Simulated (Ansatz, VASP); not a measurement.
Ta: VASP beside Ansatz

```
Ta
1.0
    -1.75076    1.65948    1.41056
     1.75076   -1.65948    1.41056
     1.75076    1.65948   -1.41056
Ta
1
Direct
  0.00000 0.00000 0.00000
```

Change from the starting cell: normal strain along x +0.0550, normal strain along z -0.1500.

Alike in both runs: task single point; functional PBE; k mesh 18 × 18 × 18; occupations gaussian, width 0.15 eV; no spin polarisation.

```csv
,VASP,Ansatz
version,VASP 6.6.1,Ansatz 0.2.0
potentials or method,"VASP PAW PBE potentials, release 64 (Ta_pv), cutoff 520 eV","scalar-relativistic, plane waves, PAW"
valence electrons in the cell,11,13
```

```csv
,VASP,Ansatz,Ansatz less VASP
gap on the k mesh at the Fermi level (eV),none,none,-
pressure (GPa),30.9,30.5,-0.36
"traceless stress, the component that is largest in VASP (GPa)",15.56,15.51,-0.045
```

A gap of «none» marks a metal or a gap that the smearing closes. Both programs put the cell under a high pressure, so it lies far from rest at this level. VASP's potentials hold 11 valence electrons a cell and Ansatz's 13, so a difference there can come from the potentials and not from the codes.

Spin-orbit coupling is off throughout.
